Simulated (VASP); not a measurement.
# CdS (rocksalt type) (Fm-3m) in VASP: notebook

The runs below take CdS (rocksalt type) through single point, with r2SCAN.

Everything below comes from runs of VASP 6.6.1. Logs are shortened: lines on timing, memory, paths and dates and some standing lists are left out, and cuts for length are marked.

## 1. The cell of the first run

The structure is cubic, space group Fm-3m (No. 225). The conventional cell has a = 5.063 Å, b = 5.063 Å, c = 5.063 Å, α = 90.00°, β = 90.00°, γ = 90.00°. Within 3.3 Å of Cd (site symmetry m-3m) lie 6 S at 2.53 Å. Within 3.3 Å of S (site symmetry m-3m) lie 6 Cd at 2.53 Å.

## 2. Single point, r2SCAN (volume scaled by 0.8)

Input file POSCAR:

```
CdS
1.0
    0.0000000000      2.5312634578      2.5312634578
    2.5312634578      0.0000000000      2.5312634578
    2.5312634578      2.5312634578      0.0000000000
Cd S
1 1
Direct
    0.0000000000      0.0000000000      0.0000000000
    0.5000000000      0.5000000000      0.5000000000
```

Input file INCAR.step1:

```
PREC     = Accurate       # precision mode
ENCUT    = 520            # plane-wave cutoff, eV
ISMEAR   = -1             # smearing method
SIGMA    = 0.05           # smearing width, eV
LREAL    = False          # projectors in reciprocal space
LASPH    = True           # aspherical terms in the spheres
NELM     = 60             # most SCF steps
NBANDS   = 16             # bands
GGA      = PE             # functional
ALGO     = Normal         # electronic algorithm
EDIFF    = 1E-4           # SCF threshold, eV
LWAVE    = True           # write WAVECAR
LCHARG   = False          # write CHGCAR
```

Input file INCAR.step2:

```
PREC     = Accurate       # precision mode
ENCUT    = 520            # plane-wave cutoff, eV
EDIFF    = 1E-7           # SCF threshold, eV
ISMEAR   = -1             # smearing method
SIGMA    = 0.05           # smearing width, eV
LREAL    = False          # projectors in reciprocal space
LASPH    = True           # aspherical terms in the spheres
NELM     = 60             # most SCF steps
ALGO     = Normal         # electronic algorithm
ISIF     = 2              # what is computed and relaxed
LWAVE    = False          # write WAVECAR
LCHARG   = False          # write CHGCAR
METAGGA  = R2SCAN         # meta-GGA
LMIXTAU  = True         
NBANDS   = 16             # bands
ISTART   = 1
```

Input file KPOINTS:

```
Automatic mesh
0
Gamma
  14 14 14
```

Potentials or basis: VASP PAW PBE potentials, release 64 (Cd, S).

Command:

```bash
> cat potpaw_PBE.64/Cd/POTCAR potpaw_PBE.64/S/POTCAR > POTCAR
> cp INCAR.step1 INCAR
> mpirun -np 1 vasp_std > vasp.out
> cp INCAR.step2 INCAR
> mpirun -np 1 vasp_std > vasp.out
```

OUTCAR:

```text
PREC = Accurate
   ENCUT = 520
   EDIFF = 1E-7
   ISMEAR = -1
   LREAL = False
   LASPH = True
   NELM = 60
   ISIF = 2
   METAGGA = R2SCAN
   ISTART = 1

 ion  position               nearest neighbor table
   1  0.000  0.000  0.000-   2 2.53   2 2.53   2 2.53   2 2.53   2 2.53   2 2.53
   2  0.500  0.500  0.500-   1 2.53   1 2.53   1 2.53   1 2.53   1 2.53   1 2.53

  LATTYP: Found a face centered cubic cell.
 ALAT       =     5.0625269156

  Lattice vectors:

 A1 = (   0.0000000000,   2.5312634578,   2.5312634578)
 A2 = (   2.5312634578,   0.0000000000,   2.5312634578)
 A3 = (   2.5312634578,   2.5312634578,   0.0000000000)

Analysis of symmetry for initial positions (statically):
=====================================================================
 Subroutine PRICEL returns:
 Original cell was already a primitive cell.

 Routine SETGRP: Setting up the symmetry group for a
 face centered cubic supercell.

 Subroutine GETGRP returns: Found 48 space group operations
 (whereof 48 operations were pure point group operations)
 out of a pool of 48 trial point group operations.

The static configuration has the point symmetry O_h .

Analysis of symmetry for dynamics (positions and initial velocities):
=====================================================================
 Subroutine PRICEL returns:
 Original cell was already a primitive cell.

 Routine SETGRP: Setting up the symmetry group for a
 face centered cubic supercell.

 Subroutine GETGRP returns: Found 48 space group operations
 (whereof 48 operations were pure point group operations)
 out of a pool of 48 trial point group operations.

The dynamic configuration has the point symmetry O_h .

 Subroutine INISYM returns: Found 48 space group operations
 (whereof 48 operations are pure point group operations),
 and found     1 'primitive' translations

----------------------------------------------------------------------------------------

                                     Primitive cell

  volume of cell :      32.4371

  direct lattice vectors                    reciprocal lattice vectors
     0.000000000  2.531263458  2.531263458    -0.197529814  0.197529814  0.197529814
     2.531263458  0.000000000  2.531263458     0.197529814 -0.197529814  0.197529814
     2.531263458  2.531263458  0.000000000     0.197529814  0.197529814 -0.197529814

  length of vectors
[... 80 lines left out ...]
   ENCUT  =  520.0 eV  38.22 Ry    6.18 a.u.   6.66  6.66  6.66*2*pi/ulx,y,z
   NELM   =     60;   NELMIN=  2; NELMDL=  0     # of ELM steps
   EDIFF  = 0.1E-06   stopping-criterion for ELM
   LREAL  =      F    real-space projection
   EDIFFG = 0.1E-05   stopping-criterion for IOM
   NSW    =      0    number of steps for IOM
   IBRION =     -1    ionic relax: 0-MD 1-quasi-New 2-CG
   NFREE  =      0    steps in history (QN), initial steepest desc. (CG)
   ISIF   =      2    stress and relaxation
   ISYM   =      2    0-nonsym 1-usesym 2-fastsym
   POTIM  = 0.5000    time-step for ionic-motion
   TEBEG  =    0.0;   TEEND  =   0.0 temperature during run
   PSTRESS=    0.0 pullay stress
   NELECT =      18.0000    total number of electrons
   NUPDOWN=      -1.0000    fix difference up-down
   EMIN   =  10.00;   EMAX   =-10.00  energy-range for DOS
   EFERMI =   0.00;   METHOD = LEGACY
   ISMEAR =    -1;   SIGMA  =   0.05  broadening in eV -4-tet -1-fermi 0-gaus
   EFERMI_NEDOS =   21; number of points for ismear=-14 and -15
   IALGO  =     38    algorithm
   IMIX   =      4    mixing-type and parameters
     AMIX     =   0.40;   BMIX     =  1.00
     AMIX_MAG =   1.60;   BMIX_MAG =  1.00
  volume/ion in A,a.u.               =      16.22       109.45
  Fermi-wavevector in a.u.,A,eV,Ry     =   1.345297  2.542244 24.624167  1.809825
  Thomas-Fermi vector in A             =   2.473222
   LORBIT       =      0    0 simple, 1 ext, 2 COOP (PROOUT), +10 PAW based schemes
   METAGGA = R2SCAN    functional components
   LHFCALC =     F    Hartree Fock is set to
   AEXX    =    0.0000 exact exchange contribution
   IVDW    =     0    specifies the selected vdW correction
   LEPSILON=     F    determine dielectric tensor
   LRPA    =     F    only Hartree local field effects (RPA)
 non-spin polarized calculation
  energy-cutoff  :      520.00
  volume of cell :       32.44
 maximum number of plane-waves:       893
   NGX = 13   NGY = 13   NGZ = 13

 number of electron      18.0000000 magnetization

 Free energy of the ion-electron system (eV)
  ---------------------------------------------------
  ext. energy  EPLUGINS =         0.00000000
  ---------------------------------------------------
  free energy    TOTEN  =       -28.85105162 eV

  energy without entropy =      -28.85103359  energy(sigma->0) =      -28.85104260

 E-fermi :   5.7493     XC(G=0): -12.2568

 val. band max:        5.3839741186   @ k =   0.5000   0.0000   0.0000
 cond. band min:       5.9749116838   @ k =   0.5000   0.5000   0.0000
 fundamental gap:      0.5909375652
 Fermi energy:         5.7493227674

 k-point     1 :       0.0000    0.0000    0.0000
  band No.  band energies     occupation
      1      -9.9736      2.00000
      2      -3.2714      2.00000
      3      -3.2714      2.00000
      4      -3.2590      2.00000
      5      -3.2590      2.00000
      6      -3.2590      2.00000
[... 433 lines left out ...]
      3      -3.4075      2.00000
      4      -3.4053      2.00000
      5      -3.0912      2.00000
      6      -3.0103      2.00000
[... 8 lines left out ...]
     15      18.8714      0.00000
     16      20.0537      0.00000

 [... further k-points ...]

------------------------ aborting loop because EDIFF is reached ----------------------------------------

  FORCE on cell =-STRESS in cart. coord.  units (eV):
  Direction    XX          YY          ZZ          XY          YZ          ZX
  --------------------------------------------------------------------------------------
  -------------------------------------------------------------------------------------
  Total        6.4803899      6.4803899      6.4803899      0.0000000      0.0000000      0.0000000
  in kB      320.0882096    320.0882096    320.0882096      0.0000000      0.0000000      0.0000000
  external PRESSURE =     320.0882096 kB  Pullay stress =       0.0000000 kB

 VOLUME and BASIS-vectors are now :
 -----------------------------------------------------------------------------
  energy-cutoff  :      520.00
  volume of cell :       32.44
      direct lattice vectors                 reciprocal lattice vectors
     0.000000000  2.531263458  2.531263458    -0.197529814  0.197529814  0.197529814
     2.531263458  0.000000000  2.531263458     0.197529814 -0.197529814  0.197529814
     2.531263458  2.531263458  0.000000000     0.197529814  0.197529814 -0.197529814

 POSITION                                       TOTAL-FORCE (eV/Angst)
 -----------------------------------------------------------------------------------
      0.00000      0.00000      0.00000         0.000000      0.000000      0.000000
      2.53126      2.53126      2.53126         0.000000     -0.000000     -0.000000
 -----------------------------------------------------------------------------------
    total drift:                                0.000000      0.000000      0.000000

  FREE ENERGIE OF THE ION-ELECTRON SYSTEM (eV)
  ---------------------------------------------------
  free  energy   TOTEN  =       -28.8510516184 eV

  energy  without entropy=      -28.8510335885  energy(sigma->0) =      -28.85104260
```

OUTCAR.step1:

```text
PREC = Accurate
   ENCUT = 520
   ISMEAR = -1
   LREAL = False
   LASPH = True
[... 676 lines left out ...]
      0.00000      0.00000      0.00000         0.000000      0.000000      0.000000
      2.53126      2.53126      2.53126        -0.000000     -0.000000     -0.000000
 -----------------------------------------------------------------------------------
    total drift:                                0.000000      0.000000      0.000000

  FREE ENERGIE OF THE ION-ELECTRON SYSTEM (eV)
  ---------------------------------------------------
  free  energy   TOTEN  =        -5.1299499766 eV

  energy  without entropy=       -5.1294605191  energy(sigma->0) =       -5.12970525
```

OSZICAR.step1:

```text
N       E                     dE             d eps       ncg     rms          rms(c)
DAV:   1     0.110179918124E+03    0.11018E+03   -0.97557E+03  3520   0.110E+03
DAV:   2    -0.231518045506E+01   -0.11250E+03   -0.10572E+03  4120   0.267E+02
DAV:   3    -0.567873665281E+01   -0.33636E+01   -0.33584E+01  4024   0.481E+01
DAV:   4    -0.569177609844E+01   -0.13039E-01   -0.13039E-01  4144   0.306E+00
DAV:   5    -0.569186742985E+01   -0.91331E-04   -0.91331E-04  4008   0.249E-01    0.133E+01
DAV:   6    -0.516592199032E+01    0.52595E+00   -0.73355E-01  4584   0.134E+01    0.101E+01
DAV:   7    -0.513097250180E+01    0.34949E-01   -0.24301E-01  4184   0.376E+00    0.415E+00
DAV:   8    -0.513032577868E+01    0.64672E-03   -0.29949E-02  3808   0.238E+00    0.564E-01
DAV:   9    -0.512997210013E+01    0.35368E-03   -0.32426E-03  4176   0.915E-01    0.749E-02
DAV:  10    -0.512994997664E+01    0.22123E-04   -0.21825E-04  3120   0.246E-01
   1 F= -.51299500E+01 E0= -.51297052E+01  d E =-.489458E-03
```

Wall time 1.8 min (1 thread of Intel Xeon 6975P-C (Granite Rapids), shared host); peak memory 0.2 GiB.

Results:

```
Free energy            : -28.8511 eV
Pressure               : 32.0 GPa
Band gap on the k mesh : 0.59 eV, indirect (least direct gap 3.70 eV)
```

Caveat: the PAW data sets were made with another functional, which shifts forces and pressure a little. A k mesh can miss the band edges.

## 3. Single point, r2SCAN (volume scaled by 0.88)

Input file POSCAR:

```
CdS
1.0
    0.0000000000      2.6129729345      2.6129729345
    2.6129729345      0.0000000000      2.6129729345
    2.6129729345      2.6129729345      0.0000000000
Cd S
1 1
Direct
    0.0000000000      0.0000000000      0.0000000000
    0.5000000000      0.5000000000      0.5000000000
```

Input file INCAR.step1:

```
SYSTEM = CdS
  PREC = Accurate
  ENCUT = 520
  ISMEAR = -1
  SIGMA = 0.05
  LREAL = .False.
  LASPH = .True.
  NELM = 80
  NBANDS = 16
  GGA = PE
  ALGO = Normal
  EDIFF = 1E-4
  LWAVE = .True.
  LCHARG = .False.
```

Input file INCAR.step2:

```
SYSTEM = CdS
  PREC = Accurate
  ENCUT = 520
  EDIFF = 1E-6
  ISMEAR = -1
  SIGMA = 0.05
  LREAL = .False.
  LASPH = .True.
  NELM = 80
  ALGO = Normal
  ISIF = 2
  LWAVE = .False.
  LCHARG = .True.
  METAGGA = R2SCAN
  LMIXTAU = .True.
  LELF = .True.
  LVHAR = .True.
  NBANDS = 16
  ISTART = 1
```

Input file KPOINTS:

```
regular mesh
0
Gamma
  14 14 14
  0 0 0
```

Potentials or basis: VASP PAW PBE potentials, release 64 (Cd, S).

Command:

```bash
> cat potpaw_PBE.64/Cd/POTCAR potpaw_PBE.64/S/POTCAR > POTCAR
> cp INCAR.step1 INCAR
> mpirun -np 1 vasp_std > vasp.out
> cp INCAR.step2 INCAR
> mpirun -np 1 vasp_std > vasp.out
```

Wall time 96 s (1 thread of Intel Xeon 6975P-C (Granite Rapids), shared host); peak memory 0.2 GiB.

It converged, with:

| Quantity | Value |
| --- | --- |
| Free energy | -29.3139 eV |
| Pressure | 15.0 GPa |
| Band gap on the k mesh | 0.69 eV, indirect (least direct gap 3.37 eV) |

Levels at points of the mesh, in eV from the valence-band top:
| k point | band 7 | band 8 | band 9 | band 10 | band 11 | band 12 |
| --- | --- | --- | --- | --- | --- | --- |
| (0.00, 0.00, 0.00) | -1.11 | -1.11 | -1.11 | 2.26 | 9.72 | 9.72 |
| (0.50, 0.00, 0.00) | -5.57 | 0.00 | 0.00 | 3.90 | 6.31 | 6.31 |
| (0.50, 0.50, 0.00) | -5.34 | -2.82 | -2.82 | 0.69 | 6.20 | 11.71 |

Caveat: the PAW data sets were made with another functional, which shifts forces and pressure a little. A k mesh can miss the band edges.

## 4. Single point, r2SCAN (volume scaled by 0.94)

Input file POSCAR:

```
CdS
1.0
    0.0000000000      2.6710579175      2.6710579175
    2.6710579175      0.0000000000      2.6710579175
    2.6710579175      2.6710579175      0.0000000000
Cd S
1 1
Direct
    0.0000000000      0.0000000000      0.0000000000
    0.5000000000      0.5000000000      0.5000000000
```

Input file INCAR.step1:

```
SYSTEM = CdS
PREC = Accurate
ENCUT = 520
ISMEAR = -1
SIGMA = 0.05
LREAL = .FALSE.
LASPH = .TRUE.
NELM = 60
NBANDS = 16
GGA = PE
ALGO = Normal
EDIFF = 1E-4
LWAVE = .TRUE.
LCHARG = .FALSE.
```

Input file INCAR.step2:

```
SYSTEM = CdS
PREC = Accurate
ENCUT = 520
EDIFF = 1E-7
ISMEAR = -1
SIGMA = 0.05
LREAL = .FALSE.
LASPH = .TRUE.
NELM = 60
ALGO = Normal
ISIF = 2
LWAVE = .FALSE.
LCHARG = .TRUE.
METAGGA = R2SCAN
LMIXTAU = .TRUE.
LELF = .TRUE.
LVHAR = .TRUE.
NBANDS = 16
ISTART = 1
```

Input file KPOINTS:

```
Automatic mesh
0
G
  14 14 14
  0 0 0
```

Command:

```bash
> cat potpaw_PBE.64/Cd/POTCAR potpaw_PBE.64/S/POTCAR > POTCAR
> cp INCAR.step1 INCAR
> mpirun -np 1 vasp_std > vasp.out
> cp INCAR.step2 INCAR
> mpirun -np 1 vasp_std > vasp.out
```

Run time: 1.8 min. Hardware: 1 thread of Intel Xeon 6975P-C (Granite Rapids), shared host; peak memory 0.2 GiB.

The run converged. Its results:

| Item | Value |
| --- | --- |
| Free energy | -29.4740 eV |
| Pressure | 6.5 GPa |
| Band gap on the k mesh | 0.72 eV, indirect (least direct gap 2.82 eV) |

Levels at points of the mesh, in eV from the valence-band top:
| k point | band 5 | band 6 | band 7 | band 8 | band 9 | band 10 | band 11 | band 12 | band 13 | band 14 |
| --- | --- | --- | --- | --- | --- | --- | --- | --- | --- | --- |
| (0.00, 0.00, 0.00) | -8.01 | -8.01 | -0.92 | -0.92 | -0.92 | 1.90 | 9.74 | 9.74 | 9.74 | 11.97 |
| (0.50, 0.00, 0.00) | -7.76 | -7.76 | -5.23 | 0.00 | 0.00 | 4.00 | 6.40 | 6.40 | 8.17 | 13.36 |
| (0.50, 0.50, 0.00) | -7.68 | -6.81 | -4.81 | -2.48 | -2.48 | 0.72 | 6.32 | 11.23 | 12.79 | 12.79 |

Caveat: the PAW data sets were made with another functional, which shifts forces and pressure a little. A k mesh can miss the band edges.

(Part 1 of 2 ends here.)
